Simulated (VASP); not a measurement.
Input of a VASP 6.6.1 run:

The input INCAR:

```
SYSTEM = C
  ALGO = Normal
  EDIFF = 1E-6
  ENCUT = 600
  GGA = PS
  GGA_COMPAT = .FALSE.
  ISIF = 2
  ISMEAR = 0
  IVDW = 12
  LASPH = .TRUE.
  LCHARG = .TRUE.
  LELF = .TRUE.
  LREAL = .FALSE.
  LVHAR = .TRUE.
  LWAVE = .FALSE.
  NBANDS = 16
  NELM = 120
  PREC = Accurate
  SIGMA = 0.15
```

File KPOINTS:

```
k-points
0
G
  18 12 10
  0 0 0
```

File POSCAR:

```
C
1.0
   -2.4576582504      0.0000000000      0.0000000000
    0.0000000000      0.0000000000     -3.5294825081
    0.0000000000     -4.2567889574      0.0000000000
C
4
Direct
    0.5000000000      0.0000000000      0.1807617982
    0.0000000000      0.0000000000      0.6666666667
    0.0000000000      0.0000000000      0.3192382018
    0.5000000000      0.0000000000      0.8333333333
```

Potentials or basis: VASP PAW PBE potentials, release 64 (C).

The run is started by

```console
$ cat potpaw_PBE.64/C/POTCAR > POTCAR
$ mpirun -np 1 vasp_std > vasp.out
```

Problem. Estimate the dispersion energy per atom.

Solution. -0.104 eV.

Problem. What does it give for the band gap on the k mesh?

Solution. Zero (band 8 reaches 4.37 eV, above the bottom of band 9 at 4.11 eV).

Problem. Estimate the pressure.

Solution. 2.3 GPa.

Forces in eV/Å, atoms in the order of the input:
```
C    0.000  5.490  0.000
C    0.000  0.663  0.000
C    0.000 -5.490  0.000
C    0.000 -0.663  0.000
```

Caveat: the cell differs from its parent crystal (mode 8 frozen in at -0.030 Å and mode 12 at -0.030 Å (largest displacements)); the PAW data sets were made with another functional, which shifts forces and pressure a little.
